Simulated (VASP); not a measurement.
Wanted: the native input for a VASP 6.6.1 run.

```
Task                   : single point
Functional             : r2SCAN
Potentials or basis    : VASP PAW PBE potentials, release 64 (Si, C)
Cutoff                 : 520 eV
k mesh                 : 12 × 12 × 6
Occupations            : gaussian, width 0.05 eV
Spin                   : no spin polarisation
Dipole correction      : no
Further INCAR settings : ALGO = Normal; EDIFF = 1e-06; NBANDS = 16
```

SiC:

```
Si C
1.0
     3.07520    0.00000    0.00000
    -1.53760    2.66320    0.00000
     0.00000    0.00000    5.04817
Si C
2 2
Direct
  0.33333 0.66667 0.00460
  0.66667 0.33333 0.50460
  0.40415 0.70207 0.36720
  0.66667 0.33333 0.88040
```

This cell differs from its parent crystal: atom 3 (C) moved -0.200 Å towards its neighbour atom 2 (Si) at 1.883 Å.

The input as run:

POSCAR

```
SiC
1.0
    3.0751950059      0.0000000000      0.0000000000
   -1.5375975029      2.6631969967      0.0000000000
    0.0000000000      0.0000000000      5.0481668544
Si C
2 2
Direct
    0.3333333333      0.6666666667      0.0046028828
    0.6666666667      0.3333333333      0.5046028828
    0.4041450312      0.7020725156      0.3672042855
    0.6666666667      0.3333333333      0.8803971172
```

INCAR.step1

```
ALGO = Normal ; EDIFF = 1E-4
ENCUT = 520 ; GGA = PE
ISMEAR = 0 ; LASPH = T
LCHARG = F ; LREAL = F
LWAVE = T ; NBANDS = 16
NELM = 60 ; PREC = Accurate
SIGMA = 0.05
```

INCAR.step2

```
ALGO = Normal ; EDIFF = 1E-6
ENCUT = 520 ; ISIF = 2
ISMEAR = 0 ; ISTART = 1
LASPH = T ; LCHARG = F
LMIXTAU = T ; LREAL = F
LWAVE = F ; METAGGA = R2SCAN
NBANDS = 16 ; NELM = 60
PREC = Accurate ; SIGMA = 0.05
```

KPOINTS

```
k-points
0
Gamma
  12 12 6
```

Potentials or basis: VASP PAW PBE potentials, release 64 (Si, C).

Command:

```console
$ cat potpaw_PBE.64/Si/POTCAR potpaw_PBE.64/C/POTCAR > POTCAR
$ cp INCAR.step1 INCAR
$ mpirun -np 1 vasp_std > vasp.out
$ cp INCAR.step2 INCAR
$ mpirun -np 1 vasp_std > vasp.out
```

Results of the run:

| Quantity | Value |
| --- | --- |
| Pressure | 1.8 GPa |
| Largest force | 2.719 eV/Å |
| Band gap on the k mesh | 1.96 eV, indirect (least direct gap 4.29 eV) |

Caveat: the cell differs from its parent crystal (atom 3 (C) moved -0.200 Å towards its neighbour atom 2 (Si) at 1.883 Å); the PAW data sets were made with another functional, which shifts forces and pressure a little.

Run time: 2.6 min on 1 thread of Intel(R) Xeon(R) 6975P-C (Granite Rapids), on a shared host, peak memory 0.26 GiB.
